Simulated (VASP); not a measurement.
# CdTe (F-43m) in VASP: a series of runs, part 2 of 2

VASP 6.6.1. Earlier steps stand in the parts before.

**4. Single point, r2SCAN+D3(BJ)**

This run uses another cell than the first one, of 30.95 Å³/atom, 0.940 times its volume.

The input, POSCAR:

```
CdTe
1.0
    0.0000000000      3.1395734784      3.1395734784
    3.1395734784      0.0000000000      3.1395734784
    3.1395734784      3.1395734784      0.0000000000
Te Cd
1 1
Direct
    0.7500000000      0.7500000000      0.7500000000
    0.0000000000      0.0000000000      0.0000000000
```

The input, INCAR.step1:

```
SYSTEM = CdTe
  PREC = Accurate
  ENCUT = 520
  ISMEAR = -1
  SIGMA = 0.05
  LREAL = .FALSE.
  LASPH = .TRUE.
  NELM = 80
  NBANDS = 16
  GGA = PE
  ALGO = Normal
  EDIFF = 1E-4
  LWAVE = .TRUE.
  LCHARG = .FALSE.
```

The input, INCAR.step2:

```
SYSTEM = CdTe
  PREC = Accurate
  ENCUT = 520
  EDIFF = 1E-6
  ISMEAR = -1
  SIGMA = 0.05
  LREAL = .FALSE.
  LASPH = .TRUE.
  NELM = 80
  ALGO = Normal
  ISIF = 2
  LWAVE = .FALSE.
  LCHARG = .FALSE.
  METAGGA = R2SCAN
  LMIXTAU = .TRUE.
  IVDW = 12
  VDW_S6 = 1.0
  VDW_S8 = 0.78981345
  VDW_A1 = 0.49484001
  VDW_A2 = 5.73083694
  NBANDS = 16
  ISTART = 1
```

The input, KPOINTS:

```
Automatic mesh
0
G
  7 7 7
  0 0 0
```

Run with:

```console
> cat potpaw_PBE.64/Te/POTCAR potpaw_PBE.64/Cd/POTCAR > POTCAR
> cp INCAR.step1 INCAR
> mpirun -np 1 vasp_std > vasp.out
> cp INCAR.step2 INCAR
> mpirun -np 1 vasp_std > vasp.out
```

It took 67 s on 1 thread of AMD EPYC 9R45 (Zen 5), shared host; peak memory 0.2 GiB.

The run converged. Its results:

```
Free energy                : -46.8348 eV
Pressure                   : 6.3 GPa
Band gap on the k mesh     : 1.59 eV, direct
Dispersion energy per atom : -0.184 eV
```

Levels at points of the mesh, in eV from the valence-band top:
```
           k point  band 6  band 7  band 8  band 9  band 10  band 11  band 12  band 13
(0.00, 0.00, 0.00)   -8.58    0.00    0.00    0.00     1.59     4.93     4.93     4.93
```

Caveat: the PAW data sets were made with another functional, which shifts forces and pressure a little; spin-orbit coupling is left out, which moves the levels of the heavy elements.

**5. Single point, r2SCAN+D3(BJ)**

This run uses another cell than the first one, of 31.60 Å³/atom, 0.960 times its volume.

The input, POSCAR:

```
CdTe
1.0
    0.0000000000      3.1616838793      3.1616838793
    3.1616838793      0.0000000000      3.1616838793
    3.1616838793      3.1616838793      0.0000000000
Te Cd
1 1
Direct
    0.7500000000      0.7500000000      0.7500000000
    0.0000000000      0.0000000000      0.0000000000
```

The input, INCAR.step1:

```
PREC = Accurate ; ENCUT = 520
ISMEAR = -1 ; SIGMA = 0.05
LREAL = False ; LASPH = True
NELM = 100 ; NBANDS = 16
GGA = PE ; ALGO = Normal
EDIFF = 1E-4 ; LWAVE = True
LCHARG = False
```

The input, INCAR.step2:

```
PREC = Accurate ; ENCUT = 520
EDIFF = 1E-6 ; ISMEAR = -1
SIGMA = 0.05 ; LREAL = False
LASPH = True ; NELM = 100
ALGO = Normal ; ISIF = 2
LWAVE = False ; LCHARG = True
METAGGA = R2SCAN ; LMIXTAU = True
IVDW = 12 ; VDW_S6 = 1.0
VDW_S8 = 0.78981345 ; VDW_A1 = 0.49484001
VDW_A2 = 5.73083694 ; LELF = True
LVHAR = True ; NBANDS = 16
ISTART = 1
```

The input, KPOINTS:

```
Automatic mesh
0
Gamma
  7 7 7
```

Run with:

```console
> cat potpaw_PBE.64/Te/POTCAR potpaw_PBE.64/Cd/POTCAR > POTCAR
> cp INCAR.step1 INCAR
> mpirun -np 1 vasp_std > vasp.out
> cp INCAR.step2 INCAR
> mpirun -np 1 vasp_std > vasp.out
```

Wall time 68 s (1 thread of AMD EPYC 9R45 (Zen 5), shared host); peak memory 0.2 GiB.

Results (log left out):

| Quantity | Value |
| --- | --- |
| Free energy | -46.8810 eV |
| Pressure | 4.9 GPa |
| Band gap on the k mesh | 1.52 eV, direct |
| Dispersion energy per atom | -0.180 eV |

Levels at points of the mesh, in eV from the valence-band top:
```csv
k point,band 5,band 6,band 7,band 8,band 9,band 10,band 11,band 12,band 13,band 14
"(0.00, 0.00, 0.00)",-8.50,-8.50,0.00,0.00,0.00,1.52,4.96,4.96,4.96,8.07
```

Caveat: the PAW data sets were made with another functional, which shifts forces and pressure a little; spin-orbit coupling is left out, which moves the levels of the heavy elements.

**6. Single point, r2SCAN+D3(BJ)**

This run uses another cell than the first one, of 32.26 Å³/atom, 0.980 times its volume.

The input, POSCAR:

```
CdTe
1.0
    0.0000000000      3.1834892848      3.1834892848
    3.1834892848      0.0000000000      3.1834892848
    3.1834892848      3.1834892848      0.0000000000
Te Cd
1 1
Direct
    0.7500000000      0.7500000000      0.7500000000
    0.0000000000      0.0000000000      0.0000000000
```

The input, INCAR.step1:

```
PREC = Accurate
ENCUT = 520
ISMEAR = -1
SIGMA = 0.05
LREAL = F
LASPH = T
NELM = 80
NBANDS = 16
GGA = PE
ALGO = Normal
EDIFF = 1E-4
LWAVE = T
LCHARG = F
```

The input, INCAR.step2:

```
PREC = Accurate
ENCUT = 520
EDIFF = 1E-6
ISMEAR = -1
SIGMA = 0.05
LREAL = F
LASPH = T
NELM = 80
ALGO = Normal
ISIF = 2
LWAVE = F
LCHARG = T
METAGGA = R2SCAN
LMIXTAU = T
IVDW = 12
VDW_S6 = 1.0
VDW_S8 = 0.78981345
VDW_A1 = 0.49484001
VDW_A2 = 5.73083694
LELF = T
LVHAR = T
NBANDS = 16
ISTART = 1
```

KPOINTS is that of step 5.

Potentials or basis: VASP PAW PBE potentials, release 64 (Te, Cd).

Run with:

```console
> cat potpaw_PBE.64/Te/POTCAR potpaw_PBE.64/Cd/POTCAR > POTCAR
> cp INCAR.step1 INCAR
> mpirun -np 1 vasp_std > vasp.out
> cp INCAR.step2 INCAR
> mpirun -np 1 vasp_std > vasp.out
```

Wall time 64 s (1 thread of AMD EPYC 9R45 (Zen 5), shared host); peak memory 0.2 GiB.

It converged, with:

```
Free energy                : -46.9162 eV
Pressure                   : 3.7 GPa
Band gap on the k mesh     : 1.45 eV, direct
Dispersion energy per atom : -0.176 eV
```

Levels at points of the mesh, in eV from the valence-band top:
```csv
k point,band 7,band 8,band 9,band 10,band 11,band 12
"(0.00, 0.00, 0.00)",0.00,0.00,0.00,1.45,4.98,4.98
```

Caveat: the PAW data sets were made with another functional, which shifts forces and pressure a little; spin-orbit coupling is left out, which moves the levels of the heavy elements. r2SCAN opens gaps a little over a GGA but as a rule still falls short of measured ones.

**7. The runs side by side**

```tsv
task	level	cell	cutoff (eV)	gap on the mesh (eV)	pressure (GPa)	relaxed volume (Å³/atom)
relaxation of cell and atoms	revPBE+D4	relaxed from a = 4.533 Å, angles 60.0°, 2 atoms	600	0.83	0.0	34.60
relaxation of cell and atoms	PBE+D4	relaxed from a = 4.533 Å, angles 60.0°, 2 atoms	600	0.72	0.0	34.65
single point	r2SCAN+D3(BJ)	a = 4.440 Å, angles 60.0°, 2 atoms	520	1.59	6.3	-
single point	r2SCAN+D3(BJ)	a = 4.471 Å, angles 60.0°, 2 atoms	520	1.52	4.9	-
single point	r2SCAN+D3(BJ)	a = 4.502 Å, angles 60.0°, 2 atoms	520	1.45	3.7	-
```

Alike in all rows: potentials or basis VASP PAW PBE potentials, release 64 (Te, Cd); no spin polarisation; k mesh 7 × 7 × 7; smearing fermi-dirac 0.05 eV.

Caveats: spin-orbit coupling is left out, which moves the levels of the heavy elements; the PAW data sets were made with another functional, which shifts forces and pressure a little (some runs).

Absolute energies hang on the potentials; compare differences alone.
